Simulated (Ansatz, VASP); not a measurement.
One calculation of Sr, two programs

```xyz
3
Lattice="4.2175 0.0000 0.0000 -1.4058 3.9763 0.0000 0.0000 0.0000 22.8872" Properties=species:S:1:pos:R:3 pbc="T T T"
Sr    0.0000    0.0000    8.0000
Sr    1.4058    1.9882   11.4436
Sr    0.0000    0.0000   14.8872
```

Alike in both runs: task single point; functional PBEsol; k mesh 4 × 4 × 1; occupations fermi-dirac, width 0.1 eV; no spin polarisation.

|  | VASP | Ansatz |
| --- | --- | --- |
| version | VASP 6.6.1 | Ansatz 0.2.0 |
| potentials or method | VASP PAW PBE potentials, release 64 (Sr_sv) | plane waves, PAW |
| plane-wave cutoff (eV) | 520 | 420 |
| valence electrons in the cell | 30 | 30 |

Ansatz gave:

```
rms of the force components (eV/Å) : 0.098
```

Q: What did VASP give for the same quantities?

A: rms of the force components (eV/Å): 0.097.

VASP's potentials were made for PBE, not for PBEsol. Atom by atom the forces differ by 0.001 eV/Å (rms over components). Ansatz's warnings: xc potential rough in thin density.

The k mesh is coarse, so the values compare programs but aren't converged.
